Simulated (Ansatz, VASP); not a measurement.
# Two plane-wave programs on Na

File INCAR:

```
SYSTEM = Na
ALGO = Normal
EDIFF = 1E-7
ENCUT = 520
GGA = CA
ISIF = 2
ISMEAR = -1
LASPH = .True.
LCHARG = .False.
LREAL = .False.
LWAVE = .False.
NBANDS = 18
NELM = 100
PREC = Accurate
SIGMA = 0.1
```

The input KPOINTS:

```
k-points
0
Gamma
  7 7 10
  0 0 0
```

Contents of POSCAR:

```
Na
1.0
    5.6561573407      0.0000000000      0.0000000000
   -2.8280786704      4.8983759449      0.0000000000
    0.0000000000      0.0000000000      3.3445763559
Na
3
Direct
    1.0000000000      1.0000000000      0.0000000000
    0.3333333333      0.6666666667      0.5000000000
    0.6666666667      0.3333333333      0.5000000000
```

Input for Ansatz:

```yaml
crystal:
  lattice:
    - [5.6561573407, 0.0, 0.0]
    - [-2.8280786704, 4.8983759449, 0.0]
    - [0.0, 0.0, 3.3445763559]
  atoms:
    - { symbol: Na, position: [1.0, 1.0, 0.0] }
    - { symbol: Na, position: [0.3333333333, 0.6666666667, 0.5] }
    - { symbol: Na, position: [0.6666666667, 0.3333333333, 0.5] }
hamiltonian:
  xc: lda
  pseudopotentials:
    kind: paw
    azcp:
      Na: "pseudopotentials/Na.paw.azcp"
basis:
  ecutwfc: 420
  fft_grid_basis: typed
kpoints:
  mp_grid: { grid: [7, 7, 10], shift: [0, 0, 0] }
magnetization:
  spin_polarized: false
scf:
  occupations: { method: fermi_dirac, width: 0.1 }
  lower_state_search: "off"
output:
  stress: true
```

Alike in both runs: task single point; functional LDA; k mesh 7 × 7 × 10; occupations fermi-dirac, width 0.1 eV; no spin polarisation.

|  | VASP | Ansatz |
| --- | --- | --- |
| version | VASP 6.6.1 | Ansatz 0.2.0 |
| potentials or method | VASP PAW LDA potentials, release 64 (Na_pv), cutoff 520 eV | plane waves (420 eV) with PAW, scalar-relativistic |
| valence electrons in the cell | 21 | 27 |

```tsv
	VASP	Ansatz	Ansatz less VASP
pressure (GPa)	0.9	0.9	+0.02
traceless stress, the component that is largest in VASP (GPa)	0.13	0.13	-0.003
```

Ansatz warns that its potentials were made for another functional, while VASP's fit it. LDA's correlation is that of Perdew and Zunger in VASP and of Perdew and Wang (1992) in Ansatz. VASP's potentials hold 21 valence electrons a cell and Ansatz's 27, so a difference there can come from the potentials and not from the codes.
